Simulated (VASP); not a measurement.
Here is a VASP 6.6.1 calculation.

The input INCAR:

```
ALGO = Normal
EDIFF = 1E-7
EDIFFG = -0.01
ENCUT = 600
GGA = PE
IBRION = 2
ISIF = 3
ISMEAR = 0
LASPH = True
LCHARG = False
LREAL = False
LWAVE = False
NELM = 80
NSW = 100
PREC = Accurate
SIGMA = 0.1
```

Contents of KPOINTS:

```
k-points
0
Gamma
  8 8 8
```

File POSCAR:

```
CdSe4
1.0
    5.0756042318      0.0000000000      0.0000000000
    0.0000000000      5.0756042318      0.0000000000
    0.0000000000      0.0000000000      5.0756042318
Cd Se
1 4
Direct
    0.0000000000      0.0000000000      0.0000000000
    0.3071506745      0.3071506745      0.3071506745
    0.6928493255      0.6928493255      0.3071506745
    0.3071506745      0.6928493255      0.6928493255
    0.6928493255      0.3071506745      0.6928493255
```

Potentials or basis: VASP PAW PBE potentials, release 64 (Cd, Se).

Run with:

```console
$ cat potpaw_PBE.64/Cd/POTCAR potpaw_PBE.64/Se/POTCAR > POTCAR
$ mpirun -np 1 vasp_std > vasp.out
```

Problem. What does it give for the band gap on the k mesh?

Solution. Zero (bands 18 and 19 overlap by 0.75 eV).

Problem. Predict the relaxed cell.

Solution. a = 5.070 Å, b = 5.070 Å, c = 5.070 Å, α = 90.00°, β = 90.00°, γ = 90.00°.

Problem. Estimate the space group after relaxing (to 0.1 Å).

Solution. P-43m (No. 215).

Final structure:
```yaml
crystal:
  lattice:
    - [5.06996, 0.00000, 0.00000]
    - [0.00000, 5.06996, 0.00000]
    - [0.00000, 0.00000, 5.06996]
  atoms:
    - { symbol: Cd, position: [0.00000, 0.00000, 0.00000] }
    - { symbol: Se, position: [0.30613, 0.30613, 0.30613] }
    - { symbol: Se, position: [0.69387, 0.69387, 0.30613] }
    - { symbol: Se, position: [0.30613, 0.69387, 0.69387] }
    - { symbol: Se, position: [0.69387, 0.30613, 0.69387] }
```

Caveat: semilocal functionals underestimate gaps, so a narrow gap can read as zero.
